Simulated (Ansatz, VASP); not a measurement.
Mo in VASP and in Ansatz

```
CELL_PARAMETERS angstrom
3.03418 0.00000 0.00000
0.00000 3.03418 0.00000
0.00000 0.00000 3.03418
ATOMIC_POSITIONS crystal
Mo 0.00000 0.00000 0.00000
Mo 0.50000 0.50000 0.50000
```

Change from the starting cell: equal strain along all axes, cell held, atoms relaxed: -4.0 %.

Alike in both runs: task single point; functional PBE; k mesh 16 × 16 × 16; occupations gaussian, width 0.1 eV; no spin polarisation.

|  | VASP | Ansatz |
| --- | --- | --- |
| version | VASP 6.6.1 | Ansatz 0.2.0 |
| potentials or method | VASP PAW PBE potentials, release 64 (Mo_sv), cutoff 520 eV | scalar-relativistic, plane waves, PAW |
| valence electrons in the cell | 28 | 28 |

```tsv
	VASP	Ansatz	Ansatz less VASP
gap on the k mesh at the Fermi level (eV)	none	none	-
pressure (GPa)	41.9	41.0	-0.86
```

A gap of «none» marks a metal or a gap that the smearing closes. Both programs put the cell under a high pressure, so it lies far from rest at this level. With one functional, cell and mesh, what is left measures potentials, basis and numerics.
